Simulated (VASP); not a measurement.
# Ti2Tl (P6/mmm) in VASP: notebook

Ti2Tl is run at these levels: PBE; tasks: relaxation of cell and atoms, single point.

Everything below comes from runs of VASP 6.6.1. Logs are shortened: lines on timing, memory, paths and dates and some standing lists are left out, and cuts for length are marked.

## Step 1: The cell of the first run

It takes space group P6/mmm (No. 191, hexagonal). The conventional cell has a = 4.780 Å, b = 4.780 Å, c = 2.871 Å, α = 90.00°, β = 90.00°, γ = 120.00°. Ti (site symmetry -6m2) has 5 Ti at 2.76 to 2.87 Å and 6 Tl at 3.11 Å within 3.6 Å. Tl (site symmetry 6/mmm) has 2 Tl at 2.87 Å and 12 Ti at 3.11 Å within 3.8 Å.

## Step 2: Relaxation of cell and atoms, PBE

INCAR

```
ALGO     = Normal         # electronic algorithm
EDIFF    = 1E-6           # SCF threshold, eV
EDIFFG   = -0.04          # ionic threshold
ENCUT    = 600            # plane-wave cutoff, eV
GGA      = PE             # functional
IBRION   = 2              # ionic algorithm
ISIF     = 3              # what is computed and relaxed
ISMEAR   = 0              # smearing method
LASPH    = True           # aspherical terms in the spheres
LCHARG   = False          # write CHGCAR
LREAL    = False          # projectors in reciprocal space
LWAVE    = False          # write WAVECAR
NELM     = 80             # most SCF steps
NSW      = 90             # ionic steps
PREC     = Accurate       # precision mode
SIGMA    = 0.1            # smearing width, eV
```

KPOINTS

```
k-points
0
Gamma
  6 6 6
```

POSCAR

```
Ti2Tl
1.0
    4.7801298653      0.0000000000      0.0000000000
   -2.3900649327      4.1397138967      0.0000000000
    0.0000000000      0.0000000000      2.8713203707
Ti Tl
2 1
Direct
    0.3333333333      0.6666666667      0.5000000000
    0.6666666667      0.3333333333      0.5000000000
    0.0000000000      0.0000000000      0.0000000000
```

Potentials or basis: VASP PAW PBE potentials, release 64 (Ti_sv, Tl_d).

Command:

```
$ cat potpaw_PBE.64/Ti_sv/POTCAR potpaw_PBE.64/Tl_d/POTCAR > POTCAR
$ mpirun -np 1 vasp_std > vasp.out
```

OUTCAR:

```text
EDIFF = 1E-6
   EDIFFG = -0.04
   ENCUT = 600
   GGA = PE
   IBRION = 2
   ISIF = 3
   ISMEAR = 0
   LASPH = True
   LREAL = False
   NELM = 80
   NSW = 90
   PREC = Accurate

 ion  position               nearest neighbor table
   1  0.333  0.667  0.500-   2 2.76   2 2.76   2 2.76   3 3.11   3 3.11   3 3.11   3 3.11   3 3.11
                             3 3.11
   2  0.667  0.333  0.500-   1 2.76   1 2.76   1 2.76   3 3.11   3 3.11   3 3.11   3 3.11   3 3.11
                             3 3.11
   3  0.000  0.000  0.000-   1 3.11   2 3.11   1 3.11   2 3.11   1 3.11   1 3.11   2 3.11   2 3.11
                             2 3.11   2 3.11   1 3.11   1 3.11

  LATTYP: Found a hexagonal cell.
 ALAT       =     4.7801298653
 C/A-ratio  =     0.6006783187

  Lattice vectors:

 A1 = (   4.7801298653,   0.0000000000,   0.0000000000)
 A2 = (  -2.3900649327,   4.1397138967,   0.0000000000)
 A3 = (   0.0000000000,   0.0000000000,   2.8713203707)

Analysis of symmetry for initial positions (statically):
=====================================================================
 Subroutine PRICEL returns:
 Original cell was already a primitive cell.

 Routine SETGRP: Setting up the symmetry group for a
 hexagonal supercell.

 Subroutine GETGRP returns: Found 24 space group operations
 (whereof 24 operations were pure point group operations)
 out of a pool of 24 trial point group operations.

The static configuration has the point symmetry D_6h.

Analysis of symmetry for dynamics (positions and initial velocities):
=====================================================================
 Subroutine PRICEL returns:
 Original cell was already a primitive cell.

 Routine SETGRP: Setting up the symmetry group for a
 hexagonal supercell.

 Subroutine GETGRP returns: Found 24 space group operations
 (whereof 24 operations were pure point group operations)
 out of a pool of 24 trial point group operations.

The dynamic configuration has the point symmetry D_6h.

 Subroutine INISYM returns: Found 24 space group operations
 (whereof 24 operations are pure point group operations),
 and found     1 'primitive' translations

----------------------------------------------------------------------------------------

                                     Primitive cell

  volume of cell :      56.8187

  direct lattice vectors                    reciprocal lattice vectors
     4.780129865  0.000000000  0.000000000     0.209199337  0.120781294  0.000000000
    -2.390064933  4.139713897  0.000000000     0.000000000  0.241562587  0.000000000
     0.000000000  0.000000000  2.871320371     0.000000000  0.000000000  0.348271830

  length of vectors
     4.780129865  4.780129865  2.871320371     0.241562587  0.241562587  0.348271830

  position of ions in fractional coordinates (direct lattice)
     0.333333333  0.666666667  0.500000000
     0.666666667  0.333333333  0.500000000
     0.000000000  0.000000000  0.000000000

  ion indices of the primitive-cell ions
   primitive index   ion index
                 1           1
                 2           2
                 3           3

----------------------------------------------------------------------------------------

 KPOINTS: k-points

Automatic generation of k-mesh.
 Grid dimensions read from file:
 generate k-points for:    6    6    6

 Generating k-lattice:

  Cartesian coordinates                     Fractional coordinates (reciprocal lattice)
     0.034866556  0.020130216  0.000000000     0.166666667  0.000000000  0.000000000
     0.000000000  0.040260431  0.000000000     0.000000000  0.166666667  0.000000000
     0.000000000  0.000000000  0.058045305     0.000000000  0.000000000  0.166666667

  Length of vectors
     0.040260431  0.040260431  0.058045305

  Shift w.r.t. Gamma in fractional coordinates (k-lattice)
     0.000000000  0.000000000  0.000000000

 Subroutine IBZKPT returns following result:
 ===========================================

 Found     28 irreducible k-points:

 Following reciprocal coordinates:
            Coordinates               Weight
  0.000000  0.000000  0.000000      1.000000
  0.166667  0.000000  0.000000      6.000000
  0.333333  0.000000  0.000000      6.000000
  0.500000 -0.000000  0.000000      3.000000
  0.166667  0.166667  0.000000      6.000000
  0.333333  0.166667  0.000000     12.000000
[... 16 lines left out ...]
  0.166667  0.000000  0.500000      6.000000
  0.333333  0.000000  0.500000      6.000000
 [... further k-points ...]
   k-points           NKPTS =     28   k-points in BZ     NKDIM =     28   number of bands    NBANDS=     22
   number of dos      NEDOS =    301   number of ions     NIONS =      3
   total plane-waves  NPLWV =  38400
   dimension x,y,z NGX =    40 NGY =   40 NGZ =   24
   dimension x,y,z NGXF=    80 NGYF=   80 NGZF=   48
   ions per type =               2   1
   NGX,Y,Z   is equivalent  to a cutoff of  13.91, 13.91, 13.90 a.u.
   NGXF,Y,Z  is equivalent  to a cutoff of  27.82, 27.82, 27.79 a.u.
 SYSTEM =  unknown system
   PREC   = accura    normal or accurate (medium, high low for compatibility)
   ISTART =      0    job   : 0-new  1-cont  2-samecut
   ICHARG =      2    charge: 1-file 2-atom 10-const
   ISPIN  =      1    spin polarized calculation?
   LNONCOLLINEAR =      F non collinear calculations
   LSORBIT =      F    spin-orbit coupling
   LASPH  =      T    aspherical Exc in radial PAW
   ENCUT  =  600.0 eV  44.10 Ry    6.64 a.u.   9.55  9.55  5.73*2*pi/ulx,y,z
   NELM   =     80;   NELMIN=  2; NELMDL= -5     # of ELM steps
   EDIFF  = 0.1E-05   stopping-criterion for ELM
   LREAL  =      F    real-space projection
   EDIFFG = -.4E-01   stopping-criterion for IOM
   NSW    =     90    number of steps for IOM
   IBRION =      2    ionic relax: 0-MD 1-quasi-New 2-CG
   NFREE  =      1    steps in history (QN), initial steepest desc. (CG)
   ISIF   =      3    stress and relaxation
   ISYM   =      2    0-nonsym 1-usesym 2-fastsym
   POTIM  = 0.5000    time-step for ionic-motion
   TEBEG  =    0.0;   TEEND  =   0.0 temperature during run
   PSTRESS=    0.0 pullay stress
   NELECT =      37.0000    total number of electrons
   NUPDOWN=      -1.0000    fix difference up-down
   EMIN   =  10.00;   EMAX   =-10.00  energy-range for DOS
   EFERMI =   0.00;   METHOD = LEGACY
   ISMEAR =     0;   SIGMA  =   0.10  broadening in eV -4-tet -1-fermi 0-gaus
   EFERMI_NEDOS =   21; number of points for ismear=-14 and -15
   IALGO  =     38    algorithm
   IMIX   =      4    mixing-type and parameters
     AMIX     =   0.40;   BMIX     =  1.00
     AMIX_MAG =   1.60;   BMIX_MAG =  1.00
  volume/ion in A,a.u.               =      18.94       127.81
  Fermi-wavevector in a.u.,A,eV,Ry     =   1.418986  2.681495 27.395629  2.013522
  Thomas-Fermi vector in A             =   2.540054
   LORBIT       =      0    0 simple, 1 ext, 2 COOP (PROOUT), +10 PAW based schemes
   GGA     = PE    functional components
   LHFCALC =     F    Hartree Fock is set to
   AEXX    =    0.0000 exact exchange contribution
   IVDW    =     0    specifies the selected vdW correction
   LEPSILON=     F    determine dielectric tensor
   LRPA    =     F    only Hartree local field effects (RPA)
 conjugate gradient relaxation of ions
 non-spin polarized calculation
 Gauss-broadening in eV      SIGMA  =   0.10
  energy-cutoff  :      600.00
  volume of cell :       56.82
 maximum number of plane-waves:      1932
 NGX is ok and might be reduce to    40
   NGX = 19   NGY = 19   NGZ = 11

--------------------------------------- Ionic step        1  -------------------------------------------

 number of electron      37.0000006 magnetization

 Free energy of the ion-electron system (eV)
  ---------------------------------------------------
  ext. energy  EPLUGINS =         0.00000000
  ---------------------------------------------------
  free energy    TOTEN  =       -17.06151108 eV

  energy without entropy =      -17.03303657  energy(sigma->0) =      -17.04727383

------------------------ aborting loop because EDIFF is reached ----------------------------------------

  FORCE on cell =-STRESS in cart. coord.  units (eV):
  Direction    XX          YY          ZZ          XY          YZ          ZX
  --------------------------------------------------------------------------------------
  -------------------------------------------------------------------------------------
  Total       -0.1466976     -0.1466976      0.8065971      0.0000000      0.0000000      0.0000000
  in kB       -4.1365852     -4.1365852     22.7444566      0.0000000      0.0000000      0.0000000
  external PRESSURE =       4.8237621 kB  Pullay stress =       0.0000000 kB

 VOLUME and BASIS-vectors are now :
 -----------------------------------------------------------------------------
  energy-cutoff  :      600.00
  volume of cell :       56.82
      direct lattice vectors                 reciprocal lattice vectors
     4.780129865  0.000000000  0.000000000     0.209199337  0.120781294  0.000000000
    -2.390064933  4.139713897  0.000000000     0.000000000  0.241562587  0.000000000
     0.000000000  0.000000000  2.871320371     0.000000000  0.000000000  0.348271830
[... 75 lines left out ...]
 POSITION                                       TOTAL-FORCE (eV/Angst)
 -----------------------------------------------------------------------------------
     -0.00000      2.75151      1.45939         0.000000      0.000000     -0.000000
      2.38288      1.37576      1.45939        -0.000000     -0.000000      0.000000
     -0.00000      0.00000      0.00000         0.000000     -0.000000     -0.000000
 -----------------------------------------------------------------------------------
    total drift:                               -0.000000      0.000000      0.000000

  FREE ENERGIE OF THE ION-ELECTRON SYSTEM (eV)
  ---------------------------------------------------
  free  energy   TOTEN  =       -17.0681712919 eV

  energy  without entropy=      -17.0379033904  energy(sigma->0) =      -17.05303734

--------------------------------------- Ionic step        4  -------------------------------------------

 number of electron      37.0000002 magnetization

 Free energy of the ion-electron system (eV)
  ---------------------------------------------------
  ext. energy  EPLUGINS =         0.00000000
  ---------------------------------------------------
  free energy    TOTEN  =       -17.06892222 eV

  energy without entropy =      -17.03850713  energy(sigma->0) =      -17.05371467

 E-fermi :   8.7799     XC(G=0): -11.5173

 val. band max:        8.7711021329   @ k =   0.3333   0.3333   0.5000
 cond. band min:       8.7961529505   @ k =   0.3333   0.0000   0.3333
 fundamental gap:      0.0250508175
 Fermi energy:         8.7799268540

 k-point     1 :       0.0000    0.0000    0.0000
  band No.  band energies     occupation
      1     -47.9535      2.00000
      2     -47.8308      2.00000
      3     -24.3800      2.00000
      4     -24.3800      2.00000
      5     -24.0521      2.00000
      6     -23.9762      2.00000
[... 14 lines left out ...]
     21      10.4603      0.00000
     22      10.4603      0.00000
[... 552 lines left out ...]
  band No.  band energies     occupation
      1     -47.8888      2.00000
      2     -47.8196      2.00000
      3     -24.3771      2.00000
      4     -24.3624      2.00000
      5     -24.3053      2.00000
      6     -24.2722      2.00000
[... 14 lines left out ...]
     21      10.2808      0.00000
     22      10.7934      0.00000

 [... further k-points ...]

------------------------ aborting loop because EDIFF is reached ----------------------------------------

  FORCE on cell =-STRESS in cart. coord.  units (eV):
  Direction    XX          YY          ZZ          XY          YZ          ZX
  --------------------------------------------------------------------------------------
  -------------------------------------------------------------------------------------
  Total        0.1096159      0.1096159      0.0193351     -0.0000000      0.0000000      0.0000000
  in kB        3.0859963      3.0859963      0.5443379     -0.0000000      0.0000000      0.0000000
  external PRESSURE =       2.2387768 kB  Pullay stress =       0.0000000 kB

 VOLUME and BASIS-vectors are now :
 -----------------------------------------------------------------------------
  energy-cutoff  :      600.00
  volume of cell :       56.91
      direct lattice vectors                 reciprocal lattice vectors
     4.741794335  0.000000000  0.000000000     0.210890631  0.121757763  0.000000000
    -2.370897167  4.106514353 -0.000000000    -0.000000000  0.243515525  0.000000000
    -0.000000000 -0.000000000  2.922622063    -0.000000000  0.000000000  0.342158506

 POSITION                                       TOTAL-FORCE (eV/Angst)
 -----------------------------------------------------------------------------------
     -0.00000      2.73768      1.46131         0.000000     -0.000000     -0.000000
      2.37090      1.36884      1.46131        -0.000000      0.000000      0.000000
     -2.37090      4.10651     -0.00000        -0.000000      0.000000     -0.000000
 -----------------------------------------------------------------------------------
    total drift:                               -0.000000      0.000000      0.000000

  FREE ENERGIE OF THE ION-ELECTRON SYSTEM (eV)
  ---------------------------------------------------
  free  energy   TOTEN  =       -17.0689222184 eV

  energy  without entropy=      -17.0385071269  energy(sigma->0) =      -17.05371467

 reached required accuracy - stopping structural energy minimisation
```

It took 54 s on 1 thread of Intel Xeon 6975P-C (Granite Rapids), shared host; peak memory 0.21 GiB.

What came out:

| Item | Value |
| --- | --- |
| Free energy | -17.0689 eV |
| Relaxed volume | 18.97 Å³/atom |
| Relaxed cell | a = 4.742 Å, b = 4.742 Å, c = 2.923 Å, α = 90.00°, β = 90.00°, γ = 120.00° |
| Space group after relaxing (to 0.1 Å) | P6/mmm (No. 191) |
| Energy gained by relaxing | 2.5 meV/atom |
| Ionic steps | 4 |
| Pressure after relaxing | 0.2 GPa |
| Band gap on the k mesh | zero (an odd number of electrons rules out a gap without spin polarisation) |

The path:
```csv
step,energy change (eV),largest force (eV/Å),pressure (GPa),volume (Å³)
1,0.0000,0.0000,0.48,56.82
2,-0.0064,0.0000,-0.39,57.28
3,-0.0067,0.0000,-0.59,57.41
4,-0.0074,0.0000,0.22,56.91
```

Final structure:
```yaml
crystal:
  lattice:
    - [4.74179, 0.00000, 0.00000]
    - [-2.37090, 4.10651, 0.00000]
    - [0.00000, 0.00000, 2.92262]
  atoms:
    - { symbol: Ti, position: [0.33333, 0.66667, 0.50000] }
    - { symbol: Ti, position: [0.66667, 0.33333, 0.50000] }
    - { symbol: Tl, position: [0.00000, 0.00000, 0.00000] }
```

Caveat: the k points lie up to 0.36 Å⁻¹ apart in the final cell, too coarse for converged energies and pressures of a metal; spin-orbit coupling is left out, which moves the levels of the heavy elements.

[end of part 1 of 2]
